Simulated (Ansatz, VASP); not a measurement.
# Two plane-wave programs on Sr3Mo

```xyz
8
Lattice="6.8651 0.0000 0.0000 0.0000 6.8651 0.0000 0.0000 0.0000 6.8651" Properties=species:S:1:pos:R:3 pbc="T T T"
Sr    0.0000    1.7163    3.4326
Sr    0.0000    5.1489    3.4326
Sr    1.7163    3.4326    0.0000
Sr    5.1489    3.4326    0.0000
Sr    3.4326    0.0000    1.7163
Sr    3.4326    0.0000    5.1489
Mo    3.4326    3.4326    3.4326
Mo    0.0000    0.0000    0.0000
```

Change from the starting cell: species swapped into the Ti3Pt type (Pm-3n, No. 223).

Alike in both runs: functional PBE; k mesh 6 × 6 × 6; occupations gaussian, width 0.1 eV; collinear spin.

Ansatz relaxed the structure, and its values are those at the end. VASP's run is a single point on that final structure, the one shown.

|  | VASP | Ansatz |
| --- | --- | --- |
| version | VASP 6.6.1 | Ansatz 0.2.0 |
| potentials or method | VASP PAW PBE potentials, release 64 (Sr_sv, Mo_sv), cutoff 500 eV | scalar-relativistic, plane waves, PAW |
| valence electrons in the cell | 88 | 88 |

|  | VASP | Ansatz | Ansatz less VASP |
| --- | --- | --- | --- |
| gap on the k mesh at the Fermi level (eV) | none | none | - |
| pressure (GPa) | 0.0 | 0.0 | -0.03 |
| net moment per atom (μB) | 0.96 | 0.96 | +0.001 |
| size of the moment on the site where the two differ most (μB) | 3.22 | 3.78 | +0.561 |

Site moments also hang on the region over which each program counts them. A gap of «none» marks a metal or a gap that the smearing closes.
